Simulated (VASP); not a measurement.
A run of VASP 6.6.1:

Contents of INCAR:

```
PREC = Accurate
ENCUT = 910
EDIFF = 1E-6
ISMEAR = 0
SIGMA = 0.01
LREAL = F
LASPH = T
NELM = 120
ALGO = Normal
ISIF = 2
LWAVE = F
LCHARG = T
GGA = PS
LELF = T
LVHAR = T
NBANDS = 28
GGA_COMPAT = F
```

The input KPOINTS:

```
Automatic mesh
0
Gamma
  4 4 4
```

The input POSCAR:

```
BaTiO3
1.0
    4.0060000000      0.0000000000      0.0000000000
    0.0000000000      4.0060000000      0.0000000000
    0.0000000000      0.0000000000      4.0060000000
Ba Ti O
1 1 3
Direct
    0.5000000000      0.5000000000      0.5000000000
    0.0000000000      0.0000000000      0.0000000000
    0.5000000000      0.0000000000      0.0000000000
    0.0000000000      0.5000000000      0.0000000000
    0.0000000000      0.0000000000      0.5000000000
```

Potentials or basis: VASP PAW PBE potentials, release 64 (Ba_sv, Ti_sv, O_h).

Run with:

```console
$ cat potpaw_PBE.64/Ba_sv/POTCAR potpaw_PBE.64/Ti_sv/POTCAR potpaw_PBE.64/O_h/POTCAR > POTCAR
$ mpirun -np 1 vasp_std > vasp.out
```

Hardware: 1 thread of AMD EPYC 9R45 96-Core Processor (Zen 5) (shared host).

Estimate the wall time of this run.

Run time: 29 s on 1 thread of AMD EPYC 9R45 96-Core Processor (Zen 5), with other jobs on the host, peak memory 0.22 GiB. Counts: scf iterations 16, k points 10.
